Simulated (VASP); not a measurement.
Set up this calculation in VASP 6.6.1, as the native input.

```yaml
Task: single point
Functional: PBEsol
Potentials_or_basis: VASP PAW PBE potentials, release 64 (Ta_pv)
Cutoff: 520 eV
k_mesh: 18 × 18 × 18
Occupations: gaussian, width 0.1 eV
Spin: no spin polarisation
Dipole_correction: no
Further_INCAR_settings: ALGO = Normal; EDIFF = 1e-07; NBANDS = 12
```

The structure of Ta lies in POSCAR:

```
Ta
1.0
   -1.6512800000      1.6512800000      1.6512800000
    1.6512800000     -1.6512800000      1.6512800000
    1.6512800000      1.6512800000     -1.6512800000
Ta
1
Direct
    0.0000000000      0.0000000000      0.0000000000
```

The input as run:

INCAR

```
SYSTEM = Ta
  ALGO = Normal
  EDIFF = 1E-7
  ENCUT = 520
  GGA = PS
  ISIF = 2
  ISMEAR = 0
  LASPH = .True.
  LCHARG = .False.
  LREAL = .False.
  LWAVE = .False.
  NBANDS = 12
  NELM = 60
  PREC = Accurate
  SIGMA = 0.1
```

KPOINTS

```
k-points
0
Gamma
  18 18 18
  0 0 0
```

Potentials or basis: VASP PAW PBE potentials, release 64 (Ta_pv).

Command:

```bash
$ cat potpaw_PBE.64/Ta_pv/POTCAR > POTCAR
$ mpirun -np 1 vasp_std > vasp.out
```

It gave:

The pressure is -3.9 GPa.

Caveat: the PAW data sets were made with another functional, which shifts forces and pressure a little.

Run time: 40 s on 1 thread of AMD EPYC 7R43 64-Core Processor (Zen 3), with other jobs on the host, peak memory 0.13 GiB.
